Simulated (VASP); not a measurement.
A run of VASP 6.6.1:

Contents of INCAR:

```
PREC     = Accurate       # precision mode
ENCUT    = 520            # plane-wave cutoff, eV
EDIFF    = 1E-6           # SCF threshold, eV
ISMEAR   = -1             # smearing method
SIGMA    = 0.11           # smearing width, eV
LREAL    = Auto         
LASPH    = T              # aspherical terms in the spheres
NELM     = 100            # most SCF steps
ALGO     = Normal         # electronic algorithm
ISIF     = 2              # what is computed and relaxed
LWAVE    = F              # write WAVECAR
LCHARG   = F              # write CHGCAR
GGA      = PE             # functional
NBANDS   = 38             # bands
```

The input KPOINTS:

```
regular mesh
0
Gamma
  2 2 2
```

Contents of POSCAR:

```
Li
1.0
    7.3128730000      0.0000000000      0.0000000000
    0.0000000000      7.3128730000      0.0000000000
    0.0000000000      0.0000000000      7.3128730000
Li
16
Direct
    0.0345828514      0.0466711236      0.2137190130
    0.4035076228     -0.0326410701     -0.0223031359
   -0.0490231404      0.3790712624     -0.0059484145
    0.0872570876     -0.0074799603      0.5862265077
    0.3636464082      0.2955883413      0.2376357418
    0.6341830359      0.5333745027     -0.1393569942
    0.3929372218     -0.0628207272      0.3160454174
    0.6922450315      0.3344923397      0.2456353337
   -0.0419944391      0.3825035660      0.6529718211
    0.0743073208      0.6153258781      0.3283114584
    0.3263696771      0.3598585672      0.8310276960
    0.4729331413      0.5282055356      0.4737399378
    0.7354565025      0.7984003004      0.2386886795
    0.6257185104      0.1815292020      0.6798422453
    0.1984719275      0.7175155373      0.8492284770
    0.7838095917      0.7529735577      0.7138781160
```

Potentials or basis: VASP PAW PBE potentials, release 64 (Li_sv).

The run is started by

```sh
$ cat potpaw_PBE.64/Li_sv/POTCAR > POTCAR
$ mpirun -np 1 vasp_std > vasp.out
```

Hardware: 1 thread of AMD EPYC 7R43 64-Core Processor (Zen 3), on a shared host.

How long does it take, and how much memory?

Run time: 110 s on 1 thread of AMD EPYC 7R43 64-Core Processor (Zen 3) (shared host), peak memory 0.33 GiB. Counts: scf iterations 13, k points 8.
